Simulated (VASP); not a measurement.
# AlGa2P3 (I-4m2) in VASP: a series of runs, part 2 of 2

VASP 6.6.1.

## (3) Relaxation of shape and atoms at fixed volume, PBE (22.96 Å³/atom)

This run uses another cell than the first one, of 22.96 Å³/atom.

File INCAR:

```
ALGO = Normal ; EDIFF = 1E-7
EDIFFG = -0.01 ; ENCUT = 600
GGA = PE ; IBRION = 2
ISIF = 4 ; ISMEAR = 0
LASPH = T ; LCHARG = F
LREAL = F ; LWAVE = F
NELM = 80 ; NSW = 50
PREC = Accurate ; SIGMA = 0.02
```

File KPOINTS:

```
k-points
0
Gamma
  10 10 10
```

File POSCAR:

```
AlGa2P3
1.0
   -2.0103229638      2.0103229638      8.5231114770
    2.0103229638     -2.0103229638      8.5231114770
    2.0103229638      2.0103229638     -8.5231114770
Al Ga P
1 2 3
Direct
    0.5000000000      0.5000000000      0.0000000000
    0.8334029876      0.8334029876      0.0000000000
    0.1665970124      0.1665970124      0.0000000000
    0.4172075281      0.9172075281      0.5000000000
    0.0827924719      0.5827924719      0.5000000000
    0.7500000000      0.2500000000      0.5000000000
```

Potentials or basis: VASP PAW PBE potentials, release 64 (Al, Ga_d, P).

The run is started by

```
> cat potpaw_PBE.64/Al/POTCAR potpaw_PBE.64/Ga_d/POTCAR potpaw_PBE.64/P/POTCAR > POTCAR
> mpirun -np 1 vasp_std > vasp.out
```

OUTCAR:

```text
EDIFF = 1E-7
   EDIFFG = -0.01
   ENCUT = 600
   GGA = PE
   IBRION = 2
   ISIF = 4
   ISMEAR = 0
   LASPH = T
   LREAL = F
   NELM = 80
   NSW = 50
   PREC = Accurate

 ion  position               nearest neighbor table
   1  0.500  0.500  0.000-   5 2.46   4 2.46   5 2.46   4 2.46
   2  0.833  0.833  0.000-   6 2.46   6 2.46   4 2.47   4 2.47
   3  0.167  0.167  0.000-   6 2.46   6 2.46   5 2.47   5 2.47
   4  0.417  0.917  0.500-   1 2.46   1 2.46   2 2.47   2 2.47
   5  0.083  0.583  0.500-   1 2.46   1 2.46   3 2.47   3 2.47
   6  0.750  0.250  0.500-   3 2.46   2 2.46   2 2.46   3 2.46

  LATTYP: Found a body centered tetragonal cell.
 ALAT       =     4.0206459276
 C/A-ratio  =     4.2396727444

  Lattice vectors:

 A1 = (  -2.0103229638,   2.0103229638,   8.5231114770)
 A2 = (   2.0103229638,  -2.0103229638,   8.5231114770)
 A3 = (   2.0103229638,   2.0103229638,  -8.5231114770)

Analysis of symmetry for initial positions (statically):
=====================================================================
 Subroutine PRICEL returns:
 Original cell was already a primitive cell.

 Routine SETGRP: Setting up the symmetry group for a
 body centered tetragonal supercell.

 Subroutine GETGRP returns: Found  8 space group operations
 (whereof  8 operations were pure point group operations)
 out of a pool of 16 trial point group operations.

The static configuration has the point symmetry D_2d.

Analysis of symmetry for dynamics (positions and initial velocities):
=====================================================================
 Subroutine PRICEL returns:
 Original cell was already a primitive cell.

 Routine SETGRP: Setting up the symmetry group for a
 body centered tetragonal supercell.

 Subroutine GETGRP returns: Found  8 space group operations
 (whereof  8 operations were pure point group operations)
 out of a pool of 16 trial point group operations.

The dynamic configuration has the point symmetry D_2d.

 Subroutine INISYM returns: Found  8 space group operations
 (whereof  8 operations are pure point group operations),
 and found     1 'primitive' translations

----------------------------------------------------------------------------------------

                                     Primitive cell

  volume of cell :     137.7812

  direct lattice vectors                    reciprocal lattice vectors
    -2.010322964  2.010322964  8.523111477     0.000000000  0.248716256  0.058664022
     2.010322964 -2.010322964  8.523111477     0.248716256  0.000000000  0.058664022
     2.010322964  2.010322964 -8.523111477     0.248716256  0.248716256  0.000000000

  length of vectors
     8.984777465  8.984777465  8.984777465     0.255541079  0.255541079  0.351737902

  position of ions in fractional coordinates (direct lattice)
     0.500000000  0.500000000  0.000000000
     0.833402988  0.833402988  0.000000000
     0.166597012  0.166597012  0.000000000
     0.417207528  0.917207528  0.500000000
     0.082792472  0.582792472  0.500000000
     0.750000000  0.250000000  0.500000000

  ion indices of the primitive-cell ions
   primitive index   ion index
                 1           1
                 2           2
[... 55 lines left out ...]
  0.300000  0.300000  0.000000      8.000000
  0.400000  0.300000  0.000000     16.000000
 [... further k-points ...]
   k-points           NKPTS =    102   k-points in BZ     NKDIM =    102   number of bands    NBANDS=     26
   number of dos      NEDOS =    301   number of ions     NIONS =      6
   total plane-waves  NPLWV = 373248
   dimension x,y,z NGX =    72 NGY =   72 NGZ =   72
   dimension x,y,z NGXF=   144 NGYF=  144 NGZF=  144
   ions per type =               1   2   3
   NGX,Y,Z   is equivalent  to a cutoff of  13.32, 13.32, 13.32 a.u.
   NGXF,Y,Z  is equivalent  to a cutoff of  26.64, 26.64, 26.64 a.u.
 SYSTEM =  unknown system
   PREC   = accura    normal or accurate (medium, high low for compatibility)
   ISTART =      0    job   : 0-new  1-cont  2-samecut
   ICHARG =      2    charge: 1-file 2-atom 10-const
   ISPIN  =      1    spin polarized calculation?
   LNONCOLLINEAR =      F non collinear calculations
   LSORBIT =      F    spin-orbit coupling
   LASPH  =      T    aspherical Exc in radial PAW
   ENCUT  =  600.0 eV  44.10 Ry    6.64 a.u.  17.94 17.94 17.94*2*pi/ulx,y,z
   NELM   =     80;   NELMIN=  2; NELMDL= -5     # of ELM steps
   EDIFF  = 0.1E-06   stopping-criterion for ELM
   LREAL  =      F    real-space projection
   EDIFFG = -.1E-01   stopping-criterion for IOM
   NSW    =     50    number of steps for IOM
   IBRION =      2    ionic relax: 0-MD 1-quasi-New 2-CG
   NFREE  =      1    steps in history (QN), initial steepest desc. (CG)
   ISIF   =      4    stress and relaxation
   ISYM   =      2    0-nonsym 1-usesym 2-fastsym
   POTIM  = 0.5000    time-step for ionic-motion
   TEBEG  =    0.0;   TEEND  =   0.0 temperature during run
   PSTRESS=    0.0 pullay stress
   NELECT =      44.0000    total number of electrons
   NUPDOWN=      -1.0000    fix difference up-down
   EMIN   =  10.00;   EMAX   =-10.00  energy-range for DOS
   EFERMI =   0.00;   METHOD = LEGACY
   ISMEAR =     0;   SIGMA  =   0.02  broadening in eV -4-tet -1-fermi 0-gaus
   EFERMI_NEDOS =   21; number of points for ismear=-14 and -15
   IALGO  =     38    algorithm
   IMIX   =      4    mixing-type and parameters
     AMIX     =   0.40;   BMIX     =  1.00
     AMIX_MAG =   1.60;   BMIX_MAG =  1.00
  volume/ion in A,a.u.               =      22.96       154.97
  Fermi-wavevector in a.u.,A,eV,Ry     =   1.118997  2.114599 17.036608  1.252155
  Thomas-Fermi vector in A             =   2.255633
   LORBIT       =      0    0 simple, 1 ext, 2 COOP (PROOUT), +10 PAW based schemes
   GGA     = PE    functional components
   LHFCALC =     F    Hartree Fock is set to
   AEXX    =    0.0000 exact exchange contribution
   IVDW    =     0    specifies the selected vdW correction
   LEPSILON=     F    determine dielectric tensor
   LRPA    =     F    only Hartree local field effects (RPA)
 conjugate gradient relaxation of ions
 non-spin polarized calculation
 Gauss-broadening in eV      SIGMA  =   0.02
  energy-cutoff  :      600.00
  volume of cell :      137.78
 maximum number of plane-waves:      4638
   NGX = 35   NGY = 35   NGZ = 35

--------------------------------------- Ionic step        1  -------------------------------------------

 number of electron      44.0000004 magnetization

 Free energy of the ion-electron system (eV)
  ---------------------------------------------------
  ext. energy  EPLUGINS =         0.00000000
  ---------------------------------------------------
  free energy    TOTEN  =       -28.36249648 eV

  energy without entropy =      -28.36249648  energy(sigma->0) =      -28.36249648

------------------------ aborting loop because EDIFF is reached ----------------------------------------

  FORCE on cell =-STRESS in cart. coord.  units (eV):
  Direction    XX          YY          ZZ          XY          YZ          ZX
  --------------------------------------------------------------------------------------
  -------------------------------------------------------------------------------------
  Total       -5.2260351     -5.2260351     -5.2220210      0.0000000      0.0000000     -0.0000000
  in kB      -60.7705376    -60.7705376    -60.7238598      0.0000000      0.0000000     -0.0000000
  external PRESSURE =     -60.7549783 kB  Pullay stress =       0.0000000 kB
[... 107 lines left out ...]
--------------------------------------- Ionic step        4  -------------------------------------------

 number of electron      44.0000004 magnetization

 Free energy of the ion-electron system (eV)
  ---------------------------------------------------
  ext. energy  EPLUGINS =         0.00000000
  ---------------------------------------------------
  free energy    TOTEN  =       -28.36259002 eV

  energy without entropy =      -28.36259002  energy(sigma->0) =      -28.36259002

 E-fermi :   3.6168     XC(G=0):  -9.0956

 val. band max:        3.4743258432   @ k =   0.0000   0.0000   0.0000
 cond. band min:       4.6883732125   @ k =   0.0000   0.0000   0.0000
 fundamental gap:      1.2140473693
 Fermi energy:         3.6168133134

 k-point     1 :       0.0000    0.0000    0.0000
  band No.  band energies     occupation
      1     -10.8603      2.00000
      2     -10.8218      2.00000
      3     -10.7929      2.00000
      4     -10.7929      2.00000
      5     -10.7722      2.00000
      6     -10.7722      2.00000
[... 685 lines left out ...]
     25       7.0531      0.00000
     26       7.2508      0.00000

 [... further k-points ...]

------------------------ aborting loop because EDIFF is reached ----------------------------------------

  FORCE on cell =-STRESS in cart. coord.  units (eV):
  Direction    XX          YY          ZZ          XY          YZ          ZX
  --------------------------------------------------------------------------------------
  -------------------------------------------------------------------------------------
  Total       -5.2092383     -5.2092383     -5.2142862      0.0000000      0.0000000      0.0000000
  in kB      -60.5752175    -60.5752175    -60.6339159      0.0000000      0.0000000      0.0000000
  external PRESSURE =     -60.5947837 kB  Pullay stress =       0.0000000 kB
[... 21 lines left out ...]
  FREE ENERGIE OF THE ION-ELECTRON SYSTEM (eV)
  ---------------------------------------------------
  free  energy   TOTEN  =       -28.3625900171 eV

  energy  without entropy=      -28.3625900171  energy(sigma->0) =      -28.36259002

 reached required accuracy - stopping structural energy minimisation
```

OSZICAR:

```text
N       E                     dE             d eps       ncg     rms          rms(c)
DAV:   1     0.322413178127E+03    0.32241E+03   -0.21821E+04  5312   0.228E+03
DAV:   2     0.137359454278E+02   -0.30868E+03   -0.30301E+03  5812   0.494E+02
DAV:   3    -0.271759708211E+02   -0.40912E+02   -0.39261E+02  6524   0.142E+02
[... 26 lines left out ...]
       N       E                     dE             d eps       ncg     rms          rms(c)
DAV:   1    -0.283625807096E+02   -0.49389E-05   -0.41461E-03  6410   0.378E-01    0.102E-02
DAV:   2    -0.283625901950E+02   -0.94854E-05   -0.98097E-05  8068   0.691E-02    0.321E-03
DAV:   3    -0.283625900859E+02    0.10916E-06   -0.12422E-06  6842   0.783E-03    0.221E-03
DAV:   4    -0.283625900171E+02    0.68742E-07   -0.26169E-07  5254   0.289E-03
   4 F= -.28362590E+02 E0= -.28362590E+02  d E =-.142309E-04
```

CONTCAR:

```text
AlGa2P3
   1.00000000000000
    -2.0103014584941272    2.0103014584941272    8.5232938308444073
     2.0103014584941272   -2.0103014584941272    8.5232938308444073
     2.0103014584941272    2.0103014584941272   -8.5232938308444073
  Al              Ga              P
     1     2     3
Direct
     0.5000000000000000    0.5000000000000000    0.0000000000000000
     0.8334405151324363    0.8334405151324363    0.0000000000000000
     0.1665594848675637    0.1665594848675637    0.0000000000000000
     0.4173871234735829    0.9173871234735829    0.5000000000000000
     0.0826128765264172    0.5826128765264171    0.5000000000000000
     0.7500000000000000    0.2500000000000000    0.5000000000000000

  0.00000000E+00  0.00000000E+00  0.00000000E+00
  0.00000000E+00  0.00000000E+00  0.00000000E+00
  0.00000000E+00  0.00000000E+00  0.00000000E+00
  0.00000000E+00  0.00000000E+00  0.00000000E+00
  0.00000000E+00  0.00000000E+00  0.00000000E+00
  0.00000000E+00  0.00000000E+00  0.00000000E+00
```

Wall time 1.7 h (1 thread of Oxide Virtual Turin-like, shared host); peak memory 1 GiB.

What came out:

| Quantity | Value |
| --- | --- |
| Free energy | -28.3626 eV |
| Energy gained by relaxing | 0.0 meV/atom |
| Ionic steps | 4 |
| Pressure after relaxing | -6.1 GPa |
| Largest force after relaxing | 0.006 eV/Å |
| Band gap on the k mesh | 1.21 eV |

Forces on the atoms (eV/Å):
```
Al   0.000  0.000  0.000
Ga   0.000  0.000  0.006
Ga   0.000  0.000 -0.006
P    0.000  0.000  0.000
P    0.000  0.000  0.000
P    0.000  0.000  0.000
```

Final structure:
```
CELL_PARAMETERS angstrom
-2.01030 2.01030 8.52329
2.01030 -2.01030 8.52329
2.01030 2.01030 -8.52329
ATOMIC_POSITIONS crystal
Al 0.50000 0.50000 0.00000
Ga 0.83344 0.83344 0.00000
Ga 0.16656 0.16656 0.00000
P 0.41739 0.91739 0.50000
P 0.08261 0.58261 0.50000
P 0.75000 0.25000 0.50000
```

A k mesh can miss the band edges.
